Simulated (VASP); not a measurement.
**Cu: single point with PBEsol**

System: Cu, a slab with vacuum.

```
Cu
1.0
     2.52059    0.00000    0.00000
     0.00000    4.11652    0.00000
     0.00000    0.00000   27.36974
Cu
12
Cartesian
  0.0000 1.0291 7.5000
  0.0000 3.0874 8.9553
  1.2603 1.0291 9.6829
  1.2603 3.0874 11.1382
  0.0000 1.0291 11.8658
  0.0000 3.0874 13.3211
  1.2603 1.0291 14.0487
  1.2603 3.0874 15.5040
  0.0000 1.0291 16.2316
  0.0000 3.0874 17.6868
  1.2603 1.0291 18.4145
  1.2603 3.0874 19.8697
```

```yaml
Program: VASP 6.6.1
Task: single point
Functional: PBEsol
Potentials_or_basis: VASP PAW PBE potentials, release 64 (Cu)
Cutoff: 520 eV
k_mesh: 14 × 9 × 1
Occupations: gaussian, width 0.1 eV
Spin: no spin polarisation
Dipole_correction: yes
Further_INCAR_settings: ALGO = Normal; EDIFF = 1e-06; NBANDS = 78
```

The largest force is 0.642 eV/Å. The band gap on the k mesh is zero (bands 66 and 67 overlap by 2.99 eV).

Forces in eV/Å, atoms in the order of the input:
```
Cu   0.000  0.000  0.642
Cu   0.000  0.000 -0.315
Cu   0.000  0.000 -0.302
Cu   0.000  0.000 -0.035
Cu   0.000  0.000  0.029
Cu   0.000  0.000 -0.014
Cu   0.000  0.000  0.014
Cu   0.000  0.000 -0.029
Cu   0.000  0.000  0.035
Cu   0.000  0.000  0.302
Cu   0.000  0.000  0.315
Cu   0.000  0.000 -0.642
```

Levels at points of the mesh, in eV from the Fermi level:
```
           k point  band 62  band 63  band 64  band 65  band 66  band 67  band 68  band 69  band 70  band 71
(0.00, 0.00, 0.00)    -1.53    -1.50    -1.50    -1.49    -1.10    -0.45     0.36     0.72     1.13     2.14
(0.50, 0.00, 0.00)    -0.30    -0.15    -0.15     0.08     0.08     1.97     1.97     2.95     2.95     4.28
```

Run time: 18 min on 1 thread of AMD EPYC 9R45 96-Core Processor (Zen 5), with other jobs on the host, peak memory 0.7 GiB.

Caveat: the PAW data sets were made with another functional, which shifts forces and pressure a little.
